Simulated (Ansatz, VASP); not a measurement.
## MgO in VASP and in Ansatz

```
Mg O
1.0
     0.00000    2.12450    2.12450
     2.12450    0.00000    2.12450
     2.12450    2.12450    0.00000
Mg O
1 1
Direct
  0.00000 0.00000 0.00000
  0.50000 0.50000 0.50000
```

Alike in both runs: task relaxation of cell and atoms; functional LDA; k mesh 8 × 8 × 8; occupations gaussian, width 0.1 eV; no spin polarisation.

```csv
,VASP,Ansatz
version,VASP 6.6.1,Ansatz 0.2.0
potentials or method,"VASP PAW LDA potentials, release 64 (Mg, O), cutoff 600 eV","scalar-relativistic, plane waves, PAW"
valence electrons in the cell,8,16
```

```tsv
	VASP	Ansatz	Ansatz less VASP
gap on the k mesh at the Fermi level, each at its own relaxed structure (eV)	5.16	5.01	-0.147
relaxed volume (Å³/atom)	8.89	9.02	+0.131
relaxed cell length with the largest relative difference (Å)	2.930	2.944	+0.0143
```

Ansatz warns that its potentials were made for another functional, while VASP's fit it. LDA's correlation is that of Perdew and Zunger in VASP and of Perdew and Wang (1992) in Ansatz. VASP's potentials hold 8 valence electrons a cell and Ansatz's 16, so a difference there can come from the potentials and not from the codes.
